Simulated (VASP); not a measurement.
# MgS (F-43m) in VASP: single point with r2SCAN

Aim: the single point of MgS with r2SCAN.

All numbers are computed with VASP 6.6.1; they aren't measurements. Logs are shortened: lines on timing, memory, paths and dates and some standing lists are left out, and cuts for length are marked.

### 1 The cell of the first run

Symmetry: F-43m, No. 216, cubic system. Conventional cell: a = 5.718 Å, b = 5.718 Å, c = 5.718 Å, α = 90.00°, β = 90.00°, γ = 90.00°. Within 3.3 Å of Mg (site symmetry -43m) lie 4 S at 2.48 Å. Within 3.3 Å of S (site symmetry -43m) lie 4 Mg at 2.48 Å.

### 2 Single point, r2SCAN (strain +1.0%)

POSCAR reads:

```
MgS
1.0
    0.0000000000      2.8591856096      2.8591856096
    2.8591856096      0.0000000000      2.8591856096
    2.8591856096      2.8591856096      0.0000000000
Mg S
1 1
Direct
    0.0000000000      0.0000000000      0.0000000000
    0.2500000000      0.2500000000      0.2500000000
```

INCAR.step1 reads:

```
ALGO = Normal ; EDIFF = 1E-5
ENCUT = 920 ; GGA = PE
GGA_COMPAT = F ; ISMEAR = 0
LASPH = T ; LCHARG = F
LREAL = F ; LWAVE = T
NBANDS = 15 ; NELM = 120
PREC = Accurate ; SIGMA = 0.01
```

INCAR.step2 reads:

```
ALGO = Normal ; EDIFF = 1E-6
ENCUT = 920 ; GGA_COMPAT = F
ISIF = 2 ; ISMEAR = 0
ISTART = 1 ; LASPH = T
LCHARG = F ; LMIXTAU = T
LREAL = F ; LWAVE = F
METAGGA = R2SCAN ; NBANDS = 15
NELM = 120 ; PREC = Accurate
SIGMA = 0.01
```

KPOINTS reads:

```
k-points
0
Gamma
  8 8 8
```

Potentials or basis: VASP PAW PBE potentials, release 64 (Mg_sv, S).

Started as:

```console
$ cat potpaw_PBE.64/Mg_sv/POTCAR potpaw_PBE.64/S/POTCAR > POTCAR
$ cp INCAR.step1 INCAR
$ mpirun -np 1 vasp_std > vasp.out
$ cp INCAR.step2 INCAR
$ mpirun -np 1 vasp_std > vasp.out
```

OUTCAR:

```text
EDIFF = 1E-6
   ENCUT = 920
   ISIF = 2
   ISMEAR = 0
   ISTART = 1
   LASPH = T
   LREAL = F
   METAGGA = R2SCAN
   NELM = 120
   PREC = Accurate

 ion  position               nearest neighbor table
   1  0.000  0.000  0.000-   2 2.48   2 2.48   2 2.48   2 2.48
   2  0.250  0.250  0.250-   1 2.48   1 2.48   1 2.48   1 2.48

  LATTYP: Found a face centered cubic cell.
 ALAT       =     5.7183712192

  Lattice vectors:

 A1 = (   0.0000000000,   2.8591856096,   2.8591856096)
 A2 = (   2.8591856096,   0.0000000000,   2.8591856096)
 A3 = (   2.8591856096,   2.8591856096,   0.0000000000)

Analysis of symmetry for initial positions (statically):
=====================================================================
 Subroutine PRICEL returns:
 Original cell was already a primitive cell.

 Routine SETGRP: Setting up the symmetry group for a
 face centered cubic supercell.

 Subroutine GETGRP returns: Found 24 space group operations
 (whereof 24 operations were pure point group operations)
 out of a pool of 48 trial point group operations.

The static configuration has the point symmetry T_d .

Analysis of symmetry for dynamics (positions and initial velocities):
=====================================================================
 Subroutine PRICEL returns:
 Original cell was already a primitive cell.

 Routine SETGRP: Setting up the symmetry group for a
 face centered cubic supercell.

 Subroutine GETGRP returns: Found 24 space group operations
 (whereof 24 operations were pure point group operations)
 out of a pool of 48 trial point group operations.

The dynamic configuration has the point symmetry T_d .

 Subroutine INISYM returns: Found 24 space group operations
 (whereof 24 operations are pure point group operations),
 and found     1 'primitive' translations

----------------------------------------------------------------------------------------

                                     Primitive cell

  volume of cell :      46.7474

  direct lattice vectors                    reciprocal lattice vectors
     0.000000000  2.859185610  2.859185610    -0.174874971  0.174874971  0.174874971
     2.859185610  0.000000000  2.859185610     0.174874971 -0.174874971  0.174874971
     2.859185610  2.859185610  0.000000000     0.174874971  0.174874971 -0.174874971

  length of vectors
     4.043499066  4.043499066  4.043499066     0.302892334  0.302892334  0.302892334

  position of ions in fractional coordinates (direct lattice)
     0.000000000  0.000000000  0.000000000
     0.250000000  0.250000000  0.250000000

  ion indices of the primitive-cell ions
   primitive index   ion index
                 1           1
                 2           2

----------------------------------------------------------------------------------------

 KPOINTS: k-points

Automatic generation of k-mesh.
 Grid dimensions read from file:
 generate k-points for:    8    8    8

 Generating k-lattice:

  Cartesian coordinates                     Fractional coordinates (reciprocal lattice)
    -0.021859371  0.021859371  0.021859371     0.125000000  0.000000000  0.000000000
     0.021859371 -0.021859371  0.021859371     0.000000000  0.125000000  0.000000000
     0.021859371  0.021859371 -0.021859371     0.000000000  0.000000000  0.125000000

  Length of vectors
     0.037861542  0.037861542  0.037861542

  Shift w.r.t. Gamma in fractional coordinates (k-lattice)
     0.000000000  0.000000000  0.000000000

 Subroutine IBZKPT returns following result:
 ===========================================

 Found     29 irreducible k-points:

 Following reciprocal coordinates:
            Coordinates               Weight
  0.000000  0.000000  0.000000      1.000000
  0.125000  0.000000  0.000000      8.000000
  0.250000  0.000000  0.000000      8.000000
  0.375000  0.000000  0.000000      8.000000
  0.500000  0.000000  0.000000      4.000000
  0.125000  0.125000  0.000000      6.000000
[... 16 lines left out ...]
  0.500000  0.250000  0.125000     48.000000
 -0.375000  0.250000  0.125000     24.000000
 [... further k-points ...]
   k-points           NKPTS =     29   k-points in BZ     NKDIM =     29   number of bands    NBANDS=     15
   number of dos      NEDOS =    301   number of ions     NIONS =      2
   total plane-waves  NPLWV =  64000
   dimension x,y,z NGX =    40 NGY =   40 NGZ =   40
   dimension x,y,z NGXF=    80 NGYF=   80 NGZF=   80
   ions per type =               1   1
   NGX,Y,Z   is equivalent  to a cutoff of  16.45, 16.45, 16.45 a.u.
   NGXF,Y,Z  is equivalent  to a cutoff of  32.89, 32.89, 32.89 a.u.
 SYSTEM =  unknown system
   PREC   = accura    normal or accurate (medium, high low for compatibility)
   ISTART =      1    job   : 0-new  1-cont  2-samecut
   ICHARG =      0    charge: 1-file 2-atom 10-const
   ISPIN  =      1    spin polarized calculation?
   LNONCOLLINEAR =      F non collinear calculations
   LSORBIT =      F    spin-orbit coupling
   LASPH  =      T    aspherical Exc in radial PAW
   ENCUT  =  920.0 eV  67.62 Ry    8.22 a.u.  10.00 10.00 10.00*2*pi/ulx,y,z
   NELM   =    120;   NELMIN=  2; NELMDL=  0     # of ELM steps
   EDIFF  = 0.1E-05   stopping-criterion for ELM
   LREAL  =      F    real-space projection
   EDIFFG = 0.1E-04   stopping-criterion for IOM
   NSW    =      0    number of steps for IOM
   IBRION =     -1    ionic relax: 0-MD 1-quasi-New 2-CG
   NFREE  =      0    steps in history (QN), initial steepest desc. (CG)
   ISIF   =      2    stress and relaxation
   ISYM   =      2    0-nonsym 1-usesym 2-fastsym
   POTIM  = 0.5000    time-step for ionic-motion
   TEBEG  =    0.0;   TEEND  =   0.0 temperature during run
   PSTRESS=    0.0 pullay stress
   NELECT =      16.0000    total number of electrons
   NUPDOWN=      -1.0000    fix difference up-down
   EMIN   =  10.00;   EMAX   =-10.00  energy-range for DOS
   EFERMI =   0.00;   METHOD = LEGACY
   ISMEAR =     0;   SIGMA  =   0.01  broadening in eV -4-tet -1-fermi 0-gaus
   EFERMI_NEDOS =   21; number of points for ismear=-14 and -15
   IALGO  =     38    algorithm
   IMIX   =      4    mixing-type and parameters
     AMIX     =   0.40;   BMIX     =  1.00
     AMIX_MAG =   1.60;   BMIX_MAG =  1.00
  volume/ion in A,a.u.               =      23.37       157.73
  Fermi-wavevector in a.u.,A,eV,Ry     =   1.145150  2.164020 17.842260  1.311369
  Thomas-Fermi vector in A             =   2.281840
   LORBIT       =      0    0 simple, 1 ext, 2 COOP (PROOUT), +10 PAW based schemes
   METAGGA = R2SCAN    functional components
   LHFCALC =     F    Hartree Fock is set to
   AEXX    =    0.0000 exact exchange contribution
   IVDW    =     0    specifies the selected vdW correction
   LEPSILON=     F    determine dielectric tensor
   LRPA    =     F    only Hartree local field effects (RPA)
 non-spin polarized calculation
 Gauss-broadening in eV      SIGMA  =   0.01
  energy-cutoff  :      920.00
  volume of cell :       46.75
 maximum number of plane-waves:      2996
   NGX = 21   NGY = 21   NGZ = 21

 number of electron      15.9999994 magnetization

 Free energy of the ion-electron system (eV)
  ---------------------------------------------------
  ext. energy  EPLUGINS =         0.00000000
  ---------------------------------------------------
  free energy    TOTEN  =       -15.47209311 eV

  energy without entropy =      -15.47209311  energy(sigma->0) =      -15.47209311

 E-fermi :   0.5749     XC(G=0):  -8.8365

 val. band max:        0.4856840461   @ k =   0.0000   0.0000   0.0000
 cond. band min:       4.4753987495   @ k =   0.0000   0.0000   0.0000
 fundamental gap:      3.9897147034
 Fermi energy:         0.5749004126

 k-point     1 :       0.0000    0.0000    0.0000
  band No.  band energies     occupation
      1     -76.1788      2.00000
      2     -41.2873      2.00000
      3     -41.2873      2.00000
      4     -41.2873      2.00000
      5     -11.1512      2.00000
      6       0.4857      2.00000
      7       0.4857      2.00000
      8       0.4857      2.00000
      9       4.4754      0.00000
     10       9.0280      0.00000
     11       9.0280      0.00000
     12       9.0280      0.00000
     13      11.8789      0.00000
     14      11.8789      0.00000
     15      14.9950      0.00000

 k-point     2 :       0.1250    0.0000    0.0000
  band No.  band energies     occupation
      1     -76.1788      2.00000
      2     -41.2876      2.00000
      3     -41.2873      2.00000
      4     -41.2873      2.00000
      5     -11.0664      2.00000
      6      -0.1529      2.00000
      7       0.4341      2.00000
      8       0.4341      2.00000
      9       5.1097      0.00000
     10       8.8390      0.00000
     11       9.2069      0.00000
     12       9.2069      0.00000
     13      11.4208      0.00000
     14      11.4208      0.00000
     15      14.2483      0.00000

 k-point     3 :       0.2500    0.0000    0.0000
  band No.  band energies     occupation
      1     -76.1787      2.00000
      2     -41.2884      2.00000
      3     -41.2875      2.00000
      4     -41.2875      2.00000
      5     -10.8479      2.00000
      6      -1.2938      2.00000
      7       0.3170      2.00000
      8       0.3170      2.00000
      9       5.9913      0.00000
     10       8.8424      0.00000
     11       9.2233      0.00000
     12       9.2233      0.00000
     13      11.4971      0.00000
     14      11.4971      0.00000
     15      13.3667      0.00000
[... 343 lines left out ...]
 k-point    23 :       0.5000    0.2500    0.1250
  band No.  band energies     occupation
      1     -76.1788      2.00000
      2     -41.2891      2.00000
      3     -41.2881      2.00000
      4     -41.2878      2.00000
      5     -10.4790      2.00000
      6      -1.9891      2.00000
      7      -0.6627      2.00000
      8      -0.0485      2.00000
      9       6.9602      0.00000
     10       7.8228      0.00000
     11       8.9699      0.00000
     12      10.1082      0.00000
     13      11.9826      0.00000
     14      14.6952      0.00000
     15      15.1423      0.00000

 k-point    24 :      -0.3750    0.2500    0.1250
  band No.  band energies     occupation
      1     -76.1788      2.00000
      2     -41.2893      2.00000
      3     -41.2882      2.00000
      4     -41.2878      2.00000
      5     -10.3906      2.00000
      6      -2.2019      2.00000
      7      -0.7618      2.00000
      8      -0.1406      2.00000
      9       7.0383      0.00000
     10       7.5371      0.00000
     11       9.8151      0.00000
     12       9.9036      0.00000
     13      12.5533      0.00000
     14      13.9904      0.00000
     15      15.3003      0.00000

 [... further k-points ...]

------------------------ aborting loop because EDIFF is reached ----------------------------------------

  FORCE on cell =-STRESS in cart. coord.  units (eV):
  Direction    XX          YY          ZZ          XY          YZ          ZX
  --------------------------------------------------------------------------------------
  -------------------------------------------------------------------------------------
  Total       -0.4757246     -0.4757246     -0.4757246     -0.0000000     -0.0000000     -0.0000000
  in kB      -16.3045620    -16.3045620    -16.3045620     -0.0000000     -0.0000000     -0.0000000
  external PRESSURE =     -16.3045620 kB  Pullay stress =       0.0000000 kB

 VOLUME and BASIS-vectors are now :
 -----------------------------------------------------------------------------
  energy-cutoff  :      920.00
  volume of cell :       46.75
      direct lattice vectors                 reciprocal lattice vectors
     0.000000000  2.859185610  2.859185610    -0.174874971  0.174874971  0.174874971
     2.859185610  0.000000000  2.859185610     0.174874971 -0.174874971  0.174874971
     2.859185610  2.859185610  0.000000000     0.174874971  0.174874971 -0.174874971

 POSITION                                       TOTAL-FORCE (eV/Angst)
 -----------------------------------------------------------------------------------
      0.00000      0.00000      0.00000         0.000000      0.000000      0.000000
      1.42959      1.42959      1.42959        -0.000000     -0.000000     -0.000000
 -----------------------------------------------------------------------------------
    total drift:                                0.000000      0.000000      0.000000

  FREE ENERGIE OF THE ION-ELECTRON SYSTEM (eV)
  ---------------------------------------------------
  free  energy   TOTEN  =       -15.4720931104 eV

  energy  without entropy=      -15.4720931104  energy(sigma->0) =      -15.47209311
```

Run time: 3.9 min. Hardware: 1 thread of Intel Xeon 6975P-C (Granite Rapids), shared host; peak memory 0.27 GiB.

Results:

```
Free energy            : -15.4721 eV
Pressure               : -1.6 GPa
Band gap on the k mesh : 3.99 eV
```

Caveat: the cell differs from its parent crystal (strain +1.0%); the structure was generated, so it needn't be the stable form of MgS; the PAW data sets were made with another functional, which shifts forces and pressure a little.
